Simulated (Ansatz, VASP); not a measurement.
Nb in VASP and in Ansatz

File INCAR:

```
PREC = Accurate
ENCUT = 520
EDIFF = 1E-6
ISMEAR = -1
SIGMA = 0.1
LREAL = F
LASPH = T
NELM = 100
ALGO = Normal
ISIF = 2
LWAVE = F
LCHARG = F
GGA = PS
NBANDS = 12
```

The input KPOINTS:

```
Automatic mesh
0
Gamma
  16 16 16
```

Contents of POSCAR:

```
Nb
1.0
   -1.5437083072      1.5437083072      1.5437083072
    1.5437083072     -1.5437083072      1.5437083072
    1.5437083072      1.5437083072     -1.5437083072
Nb
1
Direct
    0.0000000000      0.0000000000      0.0000000000
```

Input for Ansatz:

```yaml
crystal:
  lattice:
    - [-1.5437083072, 1.5437083072, 1.5437083072]
    - [1.5437083072, -1.5437083072, 1.5437083072]
    - [1.5437083072, 1.5437083072, -1.5437083072]
  atoms:
    - { symbol: Nb, position: [0.0, 0.0, 0.0] }
kpoints:
  mp_grid: { grid: [16, 16, 16] }
scf:
  occupations: { method: fermi_dirac, width: 0.1 }
hamiltonian:
  xc: pbesol
  pseudopotentials: { kind: paw }
output:
  forces: true
  stress: true
  eigenvalues: true
  populations: true
  write_density: true
  write_potential: true
  elf: true
  volumetric_format: npy
```

Change from the starting cell: volume scaled by 0.84, PAW files.

Alike in both runs: task single point; functional PBEsol; k mesh 16 × 16 × 16; occupations fermi-dirac, width 0.1 eV; no spin polarisation.

|  | VASP | Ansatz |
| --- | --- | --- |
| version | VASP 6.6.1 | Ansatz 0.2.0 |
| potentials or method | VASP PAW PBE potentials, release 64 (Nb_sv) | PAW with Ansatz's default frozen-core files, scalar-relativistic |
| plane-wave cutoff (eV) | 520 | 420 |
| valence electrons in the cell | 13 | 13 |

|  | VASP | Ansatz | Ansatz less VASP |
| --- | --- | --- | --- |
| pressure (GPa) | 43.5 | 43.8 | +0.24 |

VASP's potentials were made for PBE, not for PBEsol. Both programs put the cell under a high pressure, so it lies far from rest at this level. The functional is the same, so the differences come from potentials, cutoffs and numerics.
